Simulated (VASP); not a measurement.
HgTe: single point with r2SCAN+D3(BJ)

Crystal: HgTe.

```
CELL_PARAMETERS angstrom
2.99252 -3.46693 0.00000
2.99252 3.46693 0.00000
0.00000 0.00000 5.79816
ATOMIC_POSITIONS crystal
Hg 0.34305 0.65695 0.75000
Hg 0.65695 0.34305 0.25000
Te 0.78481 0.21519 0.75000
Te 0.21519 0.78481 0.25000
```

- Program: VASP 6.6.1
- Task: single point
- Functional: r2SCAN
- Dispersion: D3(BJ)
- Potentials or basis: VASP PAW PBE potentials, release 64 (Hg, Te)
- Cutoff: 520 eV
- k mesh: 4 × 4 × 4
- Occupations: fermi-dirac, width 0.05 eV
- Spin: no spin polarisation

```json
{
  "Pressure": "-2.2 GPa",
  "Largest force": "0.101 eV/Å",
  "Band gap on the k mesh": "zero (band 18 reaches 4.03 eV, above the bottom of band 19 at 2.02 eV)",
  "Dispersion energy per atom": "-0.194 eV"
}
```

Forces on the atoms (eV/Å):
```
Hg   0.000  0.003  0.000
Hg   0.000 -0.003  0.000
Te   0.000  0.101  0.000
Te   0.000 -0.101  0.000
```

Stress tensor (GPa, compression positive):
```
-2.32  0.00  0.00
 0.00 -1.54  0.00
 0.00  0.00 -2.59
```

Levels at points of the mesh, in eV from the Fermi level:
```csv
k point,band 15,band 16,band 17,band 18,band 19,band 20,band 21,band 22
"(0.00, 0.00, 0.00)",-2.61,-2.60,-1.08,-0.45,-0.26,-0.18,4.43,5.50
"(0.50, 0.00, 0.00)",-2.47,-2.00,-0.93,-0.57,1.59,2.66,3.23,4.95
"(0.50, 0.50, 0.00)",-2.16,-1.92,-1.84,-1.82,-1.70,-1.38,3.58,5.66
"(0.00, 0.00, 0.50)",-1.90,-1.90,-1.32,-1.32,1.55,1.55,5.24,5.24
"(0.50, 0.00, 0.50)",-0.97,-0.97,0.21,0.21,2.19,2.19,4.17,4.17
"(0.50, 0.50, 0.50)",-3.18,-3.18,-3.04,-3.04,2.21,2.21,6.01,6.01
```

Run time: 2.7 min on 1 thread of Intel Xeon 6975P-C (shared host), peak memory 0.28 GiB.

Caveat: three body term missing; the PAW data sets were made with another functional, which shifts forces and pressure a little; spin-orbit coupling is left out, which moves the levels of the heavy elements; pairwise dispersion overbinds metals, which lowers pressure and volume.
